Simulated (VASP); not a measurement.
# Co (Fddd) in VASP: further runs

The runs below take Co through single point, with BLYP.

Program: VASP 6.6.1. These are calculated values, not measurements. Logs are shortened: lines on timing, memory, paths and dates and some standing lists are left out, and cuts for length are marked.

### Step 1. The cell of the first run

The typed cell holds 2 atoms: a = 3.331 Å, b = 3.331 Å, c = 3.332 Å, α = 98.01°, β = 98.01°, γ = 136.16°.

### Step 2. Single point, BLYP

The input, INCAR:

```
PREC     = Accurate       # precision mode
ENCUT    = 520            # plane-wave cutoff, eV
EDIFF    = 1E-7           # SCF threshold, eV
ISMEAR   = -1             # smearing method
SIGMA    = 0.1            # smearing width, eV
LREAL    = F              # projectors in reciprocal space
LASPH    = T              # aspherical terms in the spheres
NELM     = 100            # most SCF steps
ALGO     = Normal         # electronic algorithm
ISIF     = 2              # what is computed and relaxed
LWAVE    = F              # write WAVECAR
LCHARG   = F              # write CHGCAR
GGA      = B5             # functional
ALDAX    = 1.0          
AGGAX    = 1.0          
AGGAC    = 1.0          
ALDAC    = 0.0          
NBANDS   = 16             # bands
ISYM     = 0
```

The input, KPOINTS:

```
Automatic mesh
0
Gamma
  15 15 10
```

The input, POSCAR:

```
Co
1.0
   -2.1852704257      2.1852878075      1.2436745976
    2.1852878075     -2.1852704257      1.2436745976
    2.1861896345      2.1861896345     -1.2436427628
Co
2
Direct
    0.0000023959      0.9999976041      1.0000000000
    0.7499976041      0.2500023959      0.5000000000
```

Potentials or basis: VASP PAW PBE potentials, release 64 (Co).

On the command line:

```bash
cat potpaw_PBE.64/Co/POTCAR > POTCAR
mpirun -np 1 vasp_std > vasp.out
```

OUTCAR:

```text
PREC = Accurate
   ENCUT = 520
   EDIFF = 1E-7
   ISMEAR = -1
   LREAL = F
   LASPH = T
   NELM = 100
   ISIF = 2
   GGA = B5
   ISYM = 0

 ion  position               nearest neighbor table
   1  0.000  1.000  0.000-   2 2.27   2 2.27   2 2.27   2 2.27   2 2.87   2 2.87   2 2.87   2 2.87

   2  0.750  0.250  0.500-   1 2.27   1 2.27   1 2.27   1 2.27   1 2.87   1 2.87   1 2.87   1 2.87

IMPORTANT INFORMATION: All symmetrisations will be switched off!
NOSYMM: (Re-)initialisation of all symmetry stuff for point group C_1.

----------------------------------------------------------------------------------------

                                     Primitive cell

  volume of cell :      23.7664

  direct lattice vectors                    reciprocal lattice vectors
    -2.185270426  2.185287807  1.243674598    -0.000051029  0.228752696  0.402032825
     2.185287807 -2.185270426  1.243674598     0.228752696 -0.000051029  0.402032825
     2.186189634  2.186189634 -1.243642763     0.228707521  0.228707521 -0.000003196

  length of vectors
     3.331308473  3.331308473  3.332491194     0.462556149  0.462556149  0.323441278

  position of ions in fractional coordinates (direct lattice)
     0.000002396  0.999997604  0.000000000
     0.749997604  0.250002396  0.500000000

  ion indices of the primitive-cell ions
   primitive index   ion index
                 1           1
                 2           2

----------------------------------------------------------------------------------------

 KPOINTS: Automatic mesh

Automatic generation of k-mesh.
 Grid dimensions read from file:
 generate k-points for:   15   15   10

 Generating k-lattice:

  Cartesian coordinates                     Fractional coordinates (reciprocal lattice)
    -0.000003402  0.015250180  0.026802188     0.066666667 -0.000000000  0.000000000
     0.015250180 -0.000003402  0.026802188    -0.000000000  0.066666667  0.000000000
     0.022870752  0.022870752 -0.000000320     0.000000000  0.000000000  0.100000000

  Length of vectors
     0.030837077  0.030837077  0.032344128

  Shift w.r.t. Gamma in fractional coordinates (k-lattice)
     0.000000000  0.000000000  0.000000000

 Subroutine IBZKPT returns following result:
[... 39 lines left out ...]
 SYSTEM =  unknown system
   PREC   = accura    normal or accurate (medium, high low for compatibility)
   ISTART =      0    job   : 0-new  1-cont  2-samecut
   ICHARG =      2    charge: 1-file 2-atom 10-const
   ISPIN  =      1    spin polarized calculation?
   LNONCOLLINEAR =      F non collinear calculations
   LSORBIT =      F    spin-orbit coupling
   LASPH  =      T    aspherical Exc in radial PAW
   ENCUT  =  520.0 eV  38.22 Ry    6.18 a.u.   6.19  6.19  6.20*2*pi/ulx,y,z
   NELM   =    100;   NELMIN=  2; NELMDL= -5     # of ELM steps
   EDIFF  = 0.1E-06   stopping-criterion for ELM
   LREAL  =      F    real-space projection
   EDIFFG = 0.1E-05   stopping-criterion for IOM
   NSW    =      0    number of steps for IOM
   IBRION =     -1    ionic relax: 0-MD 1-quasi-New 2-CG
   NFREE  =      0    steps in history (QN), initial steepest desc. (CG)
   ISIF   =      2    stress and relaxation
   ISYM   =      0    0-nonsym 1-usesym 2-fastsym
   POTIM  = 0.5000    time-step for ionic-motion
   TEBEG  =    0.0;   TEEND  =   0.0 temperature during run
   PSTRESS=    0.0 pullay stress
   NELECT =      18.0000    total number of electrons
   NUPDOWN=      -1.0000    fix difference up-down
   EMIN   =  10.00;   EMAX   =-10.00  energy-range for DOS
   EFERMI =   0.00;   METHOD = LEGACY
   ISMEAR =    -1;   SIGMA  =   0.10  broadening in eV -4-tet -1-fermi 0-gaus
   EFERMI_NEDOS =   21; number of points for ismear=-14 and -15
   IALGO  =     38    algorithm
   IMIX   =      4    mixing-type and parameters
     AMIX     =   0.40;   BMIX     =  1.00
     AMIX_MAG =   1.60;   BMIX_MAG =  1.00
  volume/ion in A,a.u.               =      11.88        80.19
  Fermi-wavevector in a.u.,A,eV,Ry     =   1.492260  2.819963 30.298009  2.226841
  Thomas-Fermi vector in A             =   2.604811
   LORBIT       =      0    0 simple, 1 ext, 2 COOP (PROOUT), +10 PAW based schemes
   GGA     = B5    functional components
   LHFCALC =     F    Hartree Fock is set to
   AEXX    =    0.0000 exact exchange contribution
   IVDW    =     0    specifies the selected vdW correction
   LEPSILON=     F    determine dielectric tensor
   LRPA    =     F    only Hartree local field effects (RPA)
 non-spin polarized calculation
  energy-cutoff  :      520.00
  volume of cell :       23.77
 maximum number of plane-waves:       658
 NGX is ok and might be reduce to    28
   NGX = 13   NGY = 13   NGZ = 13

 number of electron      17.9999998 magnetization

 Free energy of the ion-electron system (eV)
  ---------------------------------------------------
  ext. energy  EPLUGINS =         0.00000000
  ---------------------------------------------------
  free energy    TOTEN  =       -10.96320859 eV

  energy without entropy =      -10.80146853  energy(sigma->0) =      -10.88233856

 E-fermi :   9.3852     XC(G=0): -12.2153

 val. band max:        9.3849384303   @ k =  -0.2667   0.0000   0.4000
 cond. band min:       9.3852132202   @ k =  -0.1333   0.4000   0.0000
 fundamental gap:      0.0002747900
 Fermi energy:         9.3851537854

 k-point     1 :       0.0000    0.0000    0.0000
  band No.  band energies     occupation
      1       1.3585      2.00000
      2       5.2588      2.00000
      3       6.2308      2.00000
      4       6.8144      2.00000
      5       7.2646      2.00000
      6       8.7874      1.99494
[... 433 lines left out ...]
      3       6.4112      2.00000
      4       7.0396      2.00000
      5       7.5541      2.00000
      6       7.7690      2.00000
[... 8 lines left out ...]
     15      22.5925      0.00000
     16      23.4699      0.00000

 [... further k-points ...]
[... 5 lines left out ...]
  --------------------------------------------------------------------------------------
  -------------------------------------------------------------------------------------
  Total       -0.0510704     -0.0510705     -0.0329828      0.0012817      0.0000702      0.0000701
  in kB       -3.4428366     -3.4428421     -2.2234869      0.0864011      0.0047333      0.0047290
  external PRESSURE =      -3.0363886 kB  Pullay stress =       0.0000000 kB

 VOLUME and BASIS-vectors are now :
 -----------------------------------------------------------------------------
  energy-cutoff  :      520.00
  volume of cell :       23.77
      direct lattice vectors                 reciprocal lattice vectors
    -2.185270426  2.185287807  1.243674598    -0.000051029  0.228752696  0.402032825
     2.185287807 -2.185270426  1.243674598     0.228752696 -0.000051029  0.402032825
     2.186189634  2.186189634 -1.243642763     0.228707521  0.228707521 -0.000003196

 POSITION                                       TOTAL-FORCE (eV/Angst)
 -----------------------------------------------------------------------------------
      2.18528     -2.18526      1.24367        -0.000034      0.000034      0.000000
      0.00047      2.18573      0.62185         0.000034     -0.000034     -0.000000
 -----------------------------------------------------------------------------------
    total drift:                                0.000000     -0.000000     -0.000000

  FREE ENERGIE OF THE ION-ELECTRON SYSTEM (eV)
  ---------------------------------------------------
  free  energy   TOTEN  =       -10.9632085950 eV

  energy  without entropy=      -10.8014685269  energy(sigma->0) =      -10.88233856
```

It took 13 min on 1 thread of Intel Xeon Platinum 8375C at 2.90GHz (Ice Lake), shared host; peak memory 0.47 GiB.

Results:

```yaml
Free_energy: -10.9632 eV
Pressure: -0.3 GPa
Band_gap_on_the_k_mesh: zero (band 9 reaches 9.99 eV, above the bottom of band 10 at 8.84 eV)
```

Caveat: the PAW data sets were made with another functional, which shifts forces and pressure a little; the run has no spin polarisation, though such a crystal can be magnetic.

[end of part 1 of 2]
